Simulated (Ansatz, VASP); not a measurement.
**Ru: VASP beside Ansatz**

```
Ru
1.0
     2.70580    0.00000    0.00000
    -1.35290    2.34329    0.00000
     0.00000    0.00000    4.36754
Ru
2
Cartesian
  0.0000 1.5622 1.0919
  1.3529 0.7811 3.2757
```

Change from the starting cell: z stretched by +2 %, ions relaxed.

Alike in both runs: functional PBE; k mesh 20 × 20 × 11; occupations fermi-dirac, width 0.05 eV; no spin polarisation.

Ansatz relaxed the structure, and its values are those at the end. VASP's run is a single point on that final structure, the one shown.

|  | VASP | Ansatz |
| --- | --- | --- |
| version | VASP 6.6.1 | Ansatz 0.2.0 |
| potentials or method | VASP PAW PBE potentials, release 64 (Ru_pv) | plane-wave PAW, scalar-relativistic |
| plane-wave cutoff (eV) | 520 | 420 |
| valence electrons in the cell | 28 | 32 |

```tsv
	VASP	Ansatz	Ansatz less VASP
pressure (GPa)	-2.0	-1.9	+0.11
```

VASP's potentials hold 28 valence electrons a cell and Ansatz's 32, so a difference there can come from the potentials and not from the codes. Ansatz's warnings: stress scf threshold loose.
